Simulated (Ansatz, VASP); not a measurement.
**Two plane-wave programs on Si**

```
CELL_PARAMETERS angstrom
2.48542 0.00000 0.00000
0.00000 2.45101 0.00000
0.00000 0.00000 2.69795
ATOMIC_POSITIONS crystal
Si 0.50000 0.50000 0.50000
```

Alike in both runs: functional PBE; k mesh 8 × 8 × 4; occupations gaussian, width 0.1 eV; no spin polarisation.

Ansatz relaxed the structure, and its values are those at the end. VASP's run is a single point on that final structure, the one shown.

|  | VASP | Ansatz |
| --- | --- | --- |
| version | VASP 6.6.1 | Ansatz 0.2.0 |
| potentials or method | VASP PAW PBE potentials, release 64 (Si), cutoff 520 eV | scalar-relativistic, plane waves, PAW |
| valence electrons in the cell | 4 | 4 |

|  | VASP | Ansatz | Ansatz less VASP |
| --- | --- | --- | --- |
| gap on the k mesh at the Fermi level (eV) | none | none | - |
| pressure (GPa) | -0.1 | -0.1 | +0.05 |

A gap of «none» marks a metal or a gap that the smearing closes. The functional is the same, so the differences come from potentials, cutoffs and numerics.

The k mesh is coarse, so the values compare programs but aren't converged.
